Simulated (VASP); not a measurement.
A run of VASP 6.6.1:

The input POSCAR:

```
FeO
1.0
    2.6281660000     -1.6021040000      0.0000000000
    2.6281660000      1.6021040000      0.0000000000
   -1.3498300000      0.0000000000      5.0800590000
Fe O
2 2
Direct
    0.5000000000      0.5000000000      0.5000000000
    0.0000000000      0.0000000000      0.0000000000
    0.7500000000      0.7500000000      0.2500000000
    0.2500000000      0.2500000000      0.7500000000
```

Contents of INCAR.step1:

```
SYSTEM = FeO
  ALGO = Normal
  EDIFF = 1E-4
  ENCUT = 520
  GGA = PE
  ISMEAR = 0
  ISPIN = 2
  LASPH = .True.
  LCHARG = .False.
  LMAXMIX = 4
  LREAL = .False.
  LWAVE = .True.
  MAGMOM = 3.5 -3.5 0 0
  NBANDS = 26
  NELM = 150
  PREC = Accurate
  SIGMA = 0.1
```

Contents of INCAR.step2:

```
SYSTEM = FeO
  ALGO = Normal
  EDIFF = 1E-7
  ENCUT = 520
  ISIF = 2
  ISMEAR = 0
  ISPIN = 2
  ISTART = 1
  LASPH = .True.
  LCHARG = .False.
  LMAXMIX = 4
  LMIXTAU = .True.
  LORBIT = 11
  LREAL = .False.
  LWAVE = .False.
  MAGMOM = 3.5 -3.5 0 0
  METAGGA = R2SCAN
  NBANDS = 26
  NELM = 150
  PREC = Accurate
  SIGMA = 0.1
```

Contents of KPOINTS:

```
k-points
0
Gamma
  8 8 5
  0 0 0
```

Potentials or basis: VASP PAW PBE potentials, release 64 (Fe, O).

Command:

```console
$ cat potpaw_PBE.64/Fe/POTCAR potpaw_PBE.64/O/POTCAR > POTCAR
$ cp INCAR.step1 INCAR
$ mpirun -np 1 vasp_std > vasp.out
$ cp INCAR.step2 INCAR
$ mpirun -np 1 vasp_std > vasp.out
```

Hardware: 1 thread of Intel(R) Xeon(R) 6975P-C (Granite Rapids) (shared host).

Task: How long does it take, and how much memory?

Result: It took 6.8 min on 1 thread of Intel(R) Xeon(R) 6975P-C (Granite Rapids) (shared host), peak memory 0.28 GiB. Counts: k points 93.
